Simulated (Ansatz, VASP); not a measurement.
One calculation of Na, two programs

INCAR

```
SYSTEM = Na
PREC     = Accurate       ! precision mode
ENCUT    = 520            ! plane-wave cutoff, eV
EDIFF    = 1E-6           ! SCF threshold, eV
ISMEAR   = -1             ! smearing method
SIGMA    = 0.05           ! smearing width, eV
LREAL    = .False.        ! projectors in reciprocal space
LASPH    = .True.         ! aspherical terms in the spheres
NELM     = 100            ! most SCF steps
ALGO     = Normal         ! electronic algorithm
ISIF     = 2              ! what is computed and relaxed
LWAVE    = .False.        ! write WAVECAR
LCHARG   = .False.        ! write CHGCAR
GGA      = CA             ! functional
NBANDS   = 10             ! bands
```

The input KPOINTS:

```
Automatic mesh
0
Gamma
  13 13 13
  0 0 0
```

The input POSCAR:

```
Na
1.0
    0.0000000000      2.4212323255      2.4212323255
    2.4212323255      0.0000000000      2.4212323255
    2.4212323255      2.4212323255      0.0000000000
Na
1
Direct
    0.0000000000      0.0000000000      0.0000000000
```

Input for Ansatz:

```yaml
crystal:
  lattice:
    - [0.0, 2.4212323255, 2.4212323255]
    - [2.4212323255, 0.0, 2.4212323255]
    - [2.4212323255, 2.4212323255, 0.0]
  atoms:
    - { symbol: Na, position: [0.0, 0.0, 0.0] }
kpoints:
  mp_grid: { grid: [13, 13, 13] }
scf:
  occupations: { method: fermi_dirac, width: 0.05 }
hamiltonian:
  xc: lda
  pseudopotentials: { kind: paw }
output:
  forces: true
  stress: true
  eigenvalues: true
  populations: true
```

Change from the starting cell: volume scaled by 0.85, PAW files.

Alike in both runs: task single point; functional LDA; k mesh 13 × 13 × 13; occupations fermi-dirac, width 0.05 eV; no spin polarisation.

|  | VASP | Ansatz |
| --- | --- | --- |
| version | VASP 6.6.1 | Ansatz 0.2.0 |
| potentials or method | VASP PAW LDA potentials, release 64 (Na_pv) | PAW with Ansatz's default frozen-core files, scalar-relativistic |
| plane-wave cutoff (eV) | 520 | 420 |
| valence electrons in the cell | 7 | 9 |

Ansatz gave:

```
pressure (GPa) : 2.0
```

**Question.** Which values does VASP return?

**Answer.** Pressure (GPa): 1.9.

LDA's correlation is that of Perdew and Zunger in VASP and of Perdew and Wang (1992) in Ansatz. VASP's potentials hold 7 valence electrons a cell and Ansatz's 9, so a difference there can come from the potentials and not from the codes.
